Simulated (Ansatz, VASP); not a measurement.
# Ir in VASP and in Ansatz

```xyz
1
Lattice="0.0000 1.9197 1.9389 1.9197 0.0000 1.9389 1.9197 1.9197 0.0000" Properties=species:S:1:pos:R:3 pbc="T T T"
Ir    0.0000    0.0000    0.0000
```

Change from the starting cell: zz strain of +1 %, crystal datasets.

Alike in both runs: task electric field gradients; functional PBE; k mesh 15 × 15 × 15; occupations fermi-dirac, width 0.05 eV; no spin polarisation.

|  | VASP | Ansatz |
| --- | --- | --- |
| version | VASP 6.6.1 | Ansatz 0.2.0 |
| potentials or method | VASP PAW PBE potentials, release 64 (Ir), cutoff 520 eV | all-electron PAW with datasets made for the crystal, scalar-relativistic |

|  | VASP | Ansatz | Ansatz less VASP |
| --- | --- | --- | --- |
| pressure (GPa) | 5.7 | 5.1 | -0.62 |
| traceless stress, the component that is largest in VASP (GPa) | -2.55 | -2.56 | -0.010 |
| size of Vzz on the site where it differs most (V/Å²) | 7.6 | 7.7 | +0.12 |

Ansatz ran all-electron here, and VASP with PAW potentials.

Spin-orbit coupling is off throughout.
